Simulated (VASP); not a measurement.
# Zn (Im-3m) in VASP: notebook, part 2 of 2

VASP 6.6.1. Earlier steps stand in the parts before.

### 3 Single point, PBEsol

This run uses another cell than the first one, of 12.16 Å³/atom, 1.051 times its volume.

Contents of INCAR:

```
ALGO     = Normal         # electronic algorithm
EDIFF    = 1E-6           # SCF threshold, eV
ENCUT    = 520            # plane-wave cutoff, eV
GGA      = PS             # functional
ISIF     = 2              # what is computed and relaxed
ISMEAR   = -1             # smearing method
LASPH    = True           # aspherical terms in the spheres
LCHARG   = True           # write CHGCAR
LELF     = True           # ELF
LREAL    = False          # projectors in reciprocal space
LVHAR    = True         
LWAVE    = False          # write WAVECAR
NBANDS   = 12             # bands
NELM     = 60             # most SCF steps
PREC     = Accurate       # precision mode
SIGMA    = 0.05           # smearing width, eV
```

Contents of KPOINTS:

```
k-points
0
Gamma
  12 12 12
```

Contents of POSCAR:

```
Zn
1.0
   -1.4488085846      1.4488085846      1.4488085846
    1.4488085846     -1.4488085846      1.4488085846
    1.4488085846      1.4488085846     -1.4488085846
Zn
1
Direct
    0.0000000000      0.0000000000      0.0000000000
```

Potentials or basis: VASP PAW PBE potentials, release 64 (Zn).

Launch:

```
cat potpaw_PBE.64/Zn/POTCAR > POTCAR
mpirun -np 1 vasp_std > vasp.out
```

OUTCAR:

```text
EDIFF = 1E-6
   ENCUT = 520
   GGA = PS
   ISIF = 2
   ISMEAR = -1
   LASPH = True
   LREAL = False
   NELM = 60
   PREC = Accurate

 ion  position               nearest neighbor table
   1  0.000  0.000  0.000-

  LATTYP: Found a body centered cubic cell.
 ALAT       =     2.8976171692

  Lattice vectors:

 A1 = (  -1.4488085846,   1.4488085846,   1.4488085846)
 A2 = (   1.4488085846,  -1.4488085846,   1.4488085846)
 A3 = (   1.4488085846,   1.4488085846,  -1.4488085846)
[... 536 lines left out ...]
     11      28.8132      0.00000
     12      36.7990      0.00000

 [... further k-points ...]

------------------------ aborting loop because EDIFF is reached ----------------------------------------

  FORCE on cell =-STRESS in cart. coord.  units (eV):
  Direction    XX          YY          ZZ          XY          YZ          ZX
  --------------------------------------------------------------------------------------
  -------------------------------------------------------------------------------------
  Total        1.5824862      1.5824862      1.5824862      0.0000000      0.0000000     -0.0000000
  in kB      208.4286892    208.4286892    208.4286892      0.0000000      0.0000000     -0.0000000
  external PRESSURE =     208.4286892 kB  Pullay stress =       0.0000000 kB

 VOLUME and BASIS-vectors are now :
 -----------------------------------------------------------------------------
  energy-cutoff  :      520.00
  volume of cell :       12.16
      direct lattice vectors                 reciprocal lattice vectors
    -1.448808585  1.448808585  1.448808585     0.000000000  0.345111152  0.345111152
     1.448808585 -1.448808585  1.448808585     0.345111152  0.000000000  0.345111152
     1.448808585  1.448808585 -1.448808585     0.345111152  0.345111152  0.000000000

 POSITION                                       TOTAL-FORCE (eV/Angst)
 -----------------------------------------------------------------------------------
      0.00000      0.00000      0.00000         0.000000     -0.000000     -0.000000
 -----------------------------------------------------------------------------------
    total drift:                                0.000000     -0.000000      0.000000

  FREE ENERGIE OF THE ION-ELECTRON SYSTEM (eV)
  ---------------------------------------------------
  free  energy   TOTEN  =        -1.3682862457 eV

  energy  without entropy=       -1.3657762522  energy(sigma->0) =       -1.36703125
```

OSZICAR:

```text
N       E                     dE             d eps       ncg     rms          rms(c)
DAV:   1     0.412505871494E+02    0.41251E+02   -0.64330E+03  1808   0.167E+03
DAV:   2    -0.598938337127E+00   -0.41850E+02   -0.39362E+02  1788   0.217E+02
DAV:   3    -0.158163272086E+01   -0.98269E+00   -0.98107E+00  2024   0.340E+01
DAV:   4    -0.158329572915E+01   -0.16630E-02   -0.16630E-02  1904   0.130E+00
DAV:   5    -0.158329659896E+01   -0.86981E-06   -0.86992E-06  1984   0.290E-02    0.498E+00
DAV:   6    -0.138700063530E+01    0.19630E+00   -0.10325E+00  1920   0.212E+01    0.331E+00
DAV:   7    -0.137402379318E+01    0.12977E-01   -0.18240E-02  1872   0.273E+00    0.170E+00
DAV:   8    -0.136830462385E+01    0.57192E-02   -0.17199E-03  2212   0.632E-01    0.291E-02
DAV:   9    -0.136828632930E+01    0.18295E-04   -0.11440E-04  2584   0.179E-01    0.285E-02
DAV:  10    -0.136828624575E+01    0.83550E-07   -0.91985E-06  1788   0.501E-02
   1 F= -.13682862E+01 E0= -.13670312E+01  d E =-.250999E-02
```

It took 4 s on 1 thread of Intel Xeon 6975P-C (Granite Rapids), shared host; peak memory 0.13 GiB.

Results:

| Quantity | Value |
| --- | --- |
| Free energy | -1.3683 eV |
| Pressure | 20.8 GPa |
| Band gap on the k mesh | zero (band 6 reaches 9.44 eV, above the bottom of band 7 at 4.35 eV) |

Levels at points of the mesh, in eV from the Fermi level:
| k point | band 4 | band 5 | band 6 | band 7 | band 8 | band 9 |
| --- | --- | --- | --- | --- | --- | --- |
| (0.00, 0.00, 0.00) | -8.80 | -8.04 | -8.04 | 22.64 | 22.64 | 22.64 |
| (0.50, 0.00, 0.00) | -7.98 | -7.53 | -4.00 | -0.75 | 13.15 | 14.09 |
| (0.50, 0.50, 0.50) | -7.65 | -7.65 | 4.34 | 4.34 | 4.34 | 9.30 |

Caveat: the PAW data sets were made with another functional, which shifts forces and pressure a little.

### 4 Single point, PBEsol

This run uses another cell than the first one, of 13.55 Å³/atom, 1.171 times its volume.

Contents of INCAR:

```
SYSTEM = Zn
ALGO = Normal
EDIFF = 1E-6
ENCUT = 520
GGA = PS
ISIF = 2
ISMEAR = -1
LASPH = .TRUE.
LCHARG = .FALSE.
LREAL = .FALSE.
LWAVE = .FALSE.
NBANDS = 12
NELM = 80
PREC = Accurate
SIGMA = 0.05
```

Contents of KPOINTS:

```
k-points
0
G
  12 12 12
  0 0 0
```

Contents of POSCAR:

```
Zn
1.0
   -1.5019194784      1.5019194784      1.5019194784
    1.5019194784     -1.5019194784      1.5019194784
    1.5019194784      1.5019194784     -1.5019194784
Zn
1
Direct
    0.0000000000      0.0000000000      0.0000000000
```

Potentials or basis: VASP PAW PBE potentials, release 64 (Zn).

Launch:

```
cat potpaw_PBE.64/Zn/POTCAR > POTCAR
mpirun -np 1 vasp_std > vasp.out
```

OUTCAR:

```text
SYSTEM = Zn
   EDIFF = 1E-6
   ENCUT = 520
   GGA = PS
   ISIF = 2
   ISMEAR = -1
   LASPH = .TRUE.
   LREAL = .FALSE.
   NELM = 80
   PREC = Accurate

 ion  position               nearest neighbor table
   1  0.000  0.000  0.000-

  LATTYP: Found a body centered cubic cell.
 ALAT       =     3.0038389568

  Lattice vectors:

 A1 = (  -1.5019194784,   1.5019194784,   1.5019194784)
 A2 = (   1.5019194784,  -1.5019194784,   1.5019194784)
 A3 = (   1.5019194784,   1.5019194784,  -1.5019194784)

Analysis of symmetry for initial positions (statically):
=====================================================================
 Subroutine PRICEL returns:
 Original cell was already a primitive cell.

 Routine SETGRP: Setting up the symmetry group for a
 body centered cubic supercell.

 Subroutine GETGRP returns: Found 48 space group operations
 (whereof 48 operations were pure point group operations)
 out of a pool of 48 trial point group operations.

The static configuration has the point symmetry O_h .

Analysis of symmetry for dynamics (positions and initial velocities):
=====================================================================
 Subroutine PRICEL returns:
 Original cell was already a primitive cell.

 Routine SETGRP: Setting up the symmetry group for a
 body centered cubic supercell.

 Subroutine GETGRP returns: Found 48 space group operations
 (whereof 48 operations were pure point group operations)
 out of a pool of 48 trial point group operations.

The dynamic configuration has the point symmetry O_h .

 Subroutine INISYM returns: Found 48 space group operations
 (whereof 48 operations are pure point group operations),
 and found     1 'primitive' translations

----------------------------------------------------------------------------------------

                                     Primitive cell
[... 107 lines left out ...]
   IMIX   =      4    mixing-type and parameters
     AMIX     =   0.40;   BMIX     =  1.00
     AMIX_MAG =   1.60;   BMIX_MAG =  1.00
  volume/ion in A,a.u.               =      13.55        91.45
  Fermi-wavevector in a.u.,A,eV,Ry     =   1.572058  2.970759 33.624986  2.471367
  Thomas-Fermi vector in A             =   2.673549
   LORBIT       =      0    0 simple, 1 ext, 2 COOP (PROOUT), +10 PAW based schemes
   GGA     = PS    functional components
   LHFCALC =     F    Hartree Fock is set to
   AEXX    =    0.0000 exact exchange contribution
   IVDW    =     0    specifies the selected vdW correction
   LEPSILON=     F    determine dielectric tensor
   LRPA    =     F    only Hartree local field effects (RPA)
 non-spin polarized calculation
  energy-cutoff  :      520.00
  volume of cell :       13.55
 maximum number of plane-waves:       373
   NGX =  9   NGY =  9   NGZ =  9

 number of electron      11.9999994 magnetization

 Free energy of the ion-electron system (eV)
  ---------------------------------------------------
  ext. energy  EPLUGINS =         0.00000000
  ---------------------------------------------------
  free energy    TOTEN  =        -1.47565717 eV

  energy without entropy =       -1.47248024  energy(sigma->0) =       -1.47406871

 E-fermi :   4.0202     XC(G=0): -12.3351

 val. band max:        3.7871524733   @ k =   0.3333   0.2500   0.0833
 cond. band min:       4.0317832003   @ k =   0.4167   0.0833   0.0000
 fundamental gap:      0.2446307270
 Fermi energy:         4.0201960883

 k-point     1 :       0.0000    0.0000    0.0000
  band No.  band energies     occupation
      1      -7.5525      2.00000
      2      -4.2221      2.00000
      3      -4.2221      2.00000
      4      -4.2221      2.00000
      5      -3.5906      2.00000
      6      -3.5906      2.00000
      7      25.1241      0.00000
      8      25.1241      0.00000
      9      25.1241      0.00000
     10      25.8088      0.00000
     11      25.8088      0.00000
     12      25.8088      0.00000
[... 331 lines left out ...]
 k-point    24 :       0.4167    0.0833    0.0833
  band No.  band energies     occupation
      1      -4.9252      2.00000
      2      -4.6108      2.00000
      3      -3.6013      2.00000
      4      -3.5429      2.00000
      5      -3.5014      2.00000
      6       1.5087      2.00000
      7       3.4476      1.99998
      8      13.3104      0.00000
      9      13.7860      0.00000
     10      24.7978      0.00000
     11      26.1097      0.00000
     12      34.0876      0.00000

 [... further k-points ...]
[... 5 lines left out ...]
  --------------------------------------------------------------------------------------
  -------------------------------------------------------------------------------------
  Total        0.4608959      0.4608959      0.4608959      0.0000000     -0.0000000     -0.0000000
  in kB       54.4895787     54.4895787     54.4895787      0.0000000     -0.0000000     -0.0000000
  external PRESSURE =      54.4895787 kB  Pullay stress =       0.0000000 kB

 VOLUME and BASIS-vectors are now :
 -----------------------------------------------------------------------------
  energy-cutoff  :      520.00
  volume of cell :       13.55
      direct lattice vectors                 reciprocal lattice vectors
    -1.501919478  1.501919478  1.501919478     0.000000000  0.332907328  0.332907328
     1.501919478 -1.501919478  1.501919478     0.332907328  0.000000000  0.332907328
     1.501919478  1.501919478 -1.501919478     0.332907328  0.332907328  0.000000000

 POSITION                                       TOTAL-FORCE (eV/Angst)
 -----------------------------------------------------------------------------------
      0.00000      0.00000      0.00000         0.000000     -0.000000      0.000000
 -----------------------------------------------------------------------------------
    total drift:                                0.000000     -0.000000      0.000000

  FREE ENERGIE OF THE ION-ELECTRON SYSTEM (eV)
  ---------------------------------------------------
  free  energy   TOTEN  =        -1.4756571696 eV

  energy  without entropy=       -1.4724802434  energy(sigma->0) =       -1.47406871
```

Wall time 4.1 s (1 thread of Intel Xeon 6975P-C (Granite Rapids), shared host); peak memory 0.13 GiB.

Results:

| Quantity | Value |
| --- | --- |
| Free energy | -1.4757 eV |
| Pressure | 5.4 GPa |
| Band gap on the k mesh | zero (band 6 reaches 8.30 eV, above the bottom of band 7 at 3.17 eV) |

Caveat: the PAW data sets were made with another functional, which shifts forces and pressure a little.

### 5 Summary

| cell | gap on the mesh (eV) | pressure (GPa) |
| --- | --- | --- |
| a = 2.468 Å, angles 109.5°, 1 atom | none | 31.0 |
| a = 2.509 Å, angles 109.5°, 1 atom | none | 20.8 |
| a = 2.601 Å, angles 109.5°, 1 atom | none | 5.4 |

Alike in all rows: task single point; level PBEsol; potentials or basis VASP PAW PBE potentials, release 64 (Zn); no spin polarisation; k mesh 12 × 12 × 12; cutoff (eV) 520; smearing fermi-dirac 0.05 eV.

Caveats: the PAW data sets were made with another functional, which shifts forces and pressure a little.

Absolute energies hang on the potentials; compare differences alone.
